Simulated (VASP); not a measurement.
A run of VASP 6.6.1 is set up as follows.

The input INCAR:

```
SYSTEM = In2P
PREC = Accurate
ENCUT = 520
EDIFF = 1E-6
ISMEAR = 0
SIGMA = 0.1
LREAL = .False.
LASPH = .True.
NELM = 60
ALGO = Normal
ISIF = 2
LWAVE = .False.
LCHARG = .True.
GGA = PE
LELF = .True.
LVHAR = .True.
NBANDS = 22
```

The input KPOINTS:

```
Automatic mesh
0
Gamma
  6 6 6
  0 0 0
```

The input POSCAR:

```
In2P
1.0
    5.4153049031      0.0000000000      0.0000000000
   -2.7076524515      4.6897916153      0.0000000000
    0.0000000000      0.0000000000      2.8254290201
In P
2 1
Direct
    0.3333333333      0.6666666667      0.5000000000
    0.6666666667      0.3333333333      0.5000000000
    0.0000000000      0.0000000000      0.0000000000
```

Potentials or basis: VASP PAW PBE potentials, release 64 (In_d, P).

Launch:

```sh
$ cat potpaw_PBE.64/In_d/POTCAR potpaw_PBE.64/P/POTCAR > POTCAR
$ mpirun -np 1 vasp_std > vasp.out
```

(1) What does it give for the band gap on the k mesh?

(2) Predict the pressure.

Answers

(1) zero (an odd number of electrons rules out a gap without spin polarisation).

(2) 0.0 GPa.

Caveat: the k points lie up to 0.37 Å⁻¹ apart, too coarse for converged energies and pressures of a metal; spin-orbit coupling is left out, which moves the levels of the heavy elements.
